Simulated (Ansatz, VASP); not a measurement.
## One calculation of Ge, two programs

```
CELL_PARAMETERS angstrom
2.63877 0.00000 0.00000
-1.31938 2.28524 0.00000
0.00000 0.00000 2.48351
ATOMIC_POSITIONS crystal
Ge 0.00000 0.00000 0.00000
```

Alike in both runs: task single point; functional PBE; k mesh 18 × 18 × 16; occupations gaussian, width 0.1 eV; no spin polarisation.

|  | VASP | Ansatz |
| --- | --- | --- |
| version | VASP 6.6.1 | Ansatz 0.2.0 |
| potentials or method | VASP PAW PBE potentials, release 64 (Ge_d), cutoff 500 eV | scalar-relativistic, plane waves, PAW |
| valence electrons in the cell | 14 | 14 |

|  | VASP | Ansatz | Ansatz less VASP |
| --- | --- | --- | --- |
| gap on the k mesh at the Fermi level (eV) | none | none | - |
| pressure (GPa) | 30.9 | 30.8 | -0.03 |
| traceless stress, the component that is largest in VASP (GPa) | -1.08 | -1.04 | +0.036 |

A gap of «none» marks a metal or a gap that the smearing closes. Both programs put the cell under a high pressure, so it lies far from rest at this level.
